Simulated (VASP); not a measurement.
A run of VASP 6.6.1:

INCAR

```
ALGO = Fast
EDIFF = 1E-6
EDIFFG = -0.005
ENCUT = 600
GGA = PE
IBRION = 2
ISIF = 3
ISMEAR = 0
LASPH = True
LCHARG = False
LREAL = False
LWAVE = False
NELM = 100
NSW = 100
PREC = Accurate
SIGMA = 0.1
```

The input KPOINTS:

```
k-points
0
Gamma
  12 12 8
```

The input POSCAR:

```
Sc
1.0
    3.3090000000      0.0000000000      0.0000000000
   -1.6545000000      2.8656780611      0.0000000000
    0.0000000000      0.0000000000      5.2733000000
Sc
2
Direct
    0.3333333333      0.6666666667      0.2500000000
    0.6666666667      0.3333333333      0.7500000000
```

Potentials or basis: VASP PAW PBE potentials, release 64 (Sc_sv).

The run is started by

```sh
$ cat potpaw_PBE.64/Sc_sv/POTCAR > POTCAR
$ mpirun -np 1 vasp_std > vasp.out
```

Hardware: 1 thread of Oxide Virtual Turin-like Processor (shared host).

Task: Estimate the wall time of this run.

Result: It took 5.3 min on 1 thread of Oxide Virtual Turin-like Processor (shared host), peak memory 0.2 GiB. Counts: scf iterations 69, k points 95, ion steps 9.
